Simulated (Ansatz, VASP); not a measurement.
One calculation of InAs, two programs

INCAR

```
SYSTEM = InAs
PREC = Accurate
ENCUT = 600
EDIFF = 1E-7
ISMEAR = 0
SIGMA = 0.1
LREAL = .FALSE.
LASPH = .TRUE.
NELM = 60
ALGO = Normal
ISIF = 3
LWAVE = .FALSE.
LCHARG = .FALSE.
GGA = PE
IBRION = 2
NSW = 100
EDIFFG = -0.002
```

File KPOINTS:

```
Automatic mesh
0
G
  12 12 12
  0 0 0
```

Contents of POSCAR:

```
InAs
1.0
    0.0000000000      3.0535616600      3.0535616600
    3.0535616600      0.0000000000      3.0535616600
    3.0535616600      3.0535616600      0.0000000000
In As
1 1
Direct
    0.2500000000      0.2500000000      0.2500000000
    0.0000000000      0.0000000000      0.0000000000
```

Input for Ansatz:

```yaml
crystal:
  lattice:
    - [0.0, 3.05356166, 3.05356166]
    - [3.05356166, 0.0, 3.05356166]
    - [3.05356166, 3.05356166, 0.0]
  atoms:
    - { symbol: In, position: [0.25, 0.25, 0.25] }
    - { symbol: As, position: [0.0, 0.0, 0.0] }
basis:
  ecutwfc: 420
kpoints:
  mp_grid: { grid: [12, 12, 12] }
hamiltonian:
  xc: pbe
  pseudopotentials: { kind: paw, azcp: { folder: soft_1 } }
scf:
  occupations: { method: gaussian, width: 0.1 }
output:
  forces: true
  stress: true
  eigenvalues: true
relax:
  adjacent_minimum: "off"
  f_tol: 0.002
  max_steps: 80
  cell: { stress_tol: 0.02 }
```

Alike in both runs: task relaxation of cell and atoms; functional PBE; k mesh 12 × 12 × 12; occupations gaussian, width 0.1 eV; no spin polarisation.

|  | VASP | Ansatz |
| --- | --- | --- |
| version | VASP 6.6.1 | Ansatz 0.2.0 |
| potentials or method | VASP PAW PBE potentials, release 64 (In_d, As), cutoff 600 eV | scalar-relativistic, plane waves, PAW |
| valence electrons in the cell | 18 | 28 |

```tsv
	VASP	Ansatz	Ansatz less VASP
gap on the k mesh at the Fermi level, each at its own relaxed structure (eV)	none	none	-
relaxed volume (Å³/atom)	29.63	29.60	-0.032
relaxed cell length with the largest relative difference (Å)	4.376	4.375	-0.0016
```

A gap of «none» marks a metal or a gap that the smearing closes. VASP's potentials hold 18 valence electrons a cell and Ansatz's 28, so a difference there can come from the potentials and not from the codes.
